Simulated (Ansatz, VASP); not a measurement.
One calculation of InP3, two programs

```
In P
1.0
     3.71499    2.14485    3.23019
    -3.71499    2.14485    3.23019
     0.00000   -4.28970    3.23019
In P
2 6
Direct
  0.27328 0.27328 0.27328
  0.72672 0.72672 0.72672
  0.79471 0.24119 0.79471
  0.79471 0.79471 0.24119
  0.24119 0.79471 0.79471
  0.20529 0.75881 0.20529
  0.75881 0.20529 0.20529
  0.20529 0.20529 0.75881
```

Change from the starting cell: strain -0.0150 x Voigt [0, 0, 1, 0, 0, 0], atoms carried along.

Alike in both runs: task single point; functional PBEsol; k mesh 6 × 6 × 6; occupations gaussian, width 0.15 eV; no spin polarisation.

|  | VASP | Ansatz |
| --- | --- | --- |
| version | VASP 6.6.1 | Ansatz 0.2.0 |
| potentials or method | VASP PAW PBE potentials, release 64 (In_d, P), cutoff 520 eV | scalar-relativistic, plane waves, PAW |
| valence electrons in the cell | 56 | 56 |

```tsv
	VASP	Ansatz	Ansatz less VASP
gap on the k mesh at the Fermi level (eV)	none	none	-
pressure (GPa)	1.1	1.1	+0.02
traceless stress, the component that is largest in VASP (GPa)	0.63	0.59	-0.038
rms of the force components (eV/Å)	0.057	0.068	+0.0110
```

VASP's potentials were made for PBE, not for PBEsol. Atom by atom the forces differ by 0.012 eV/Å (rms over components). A gap of «none» marks a metal or a gap that the smearing closes.
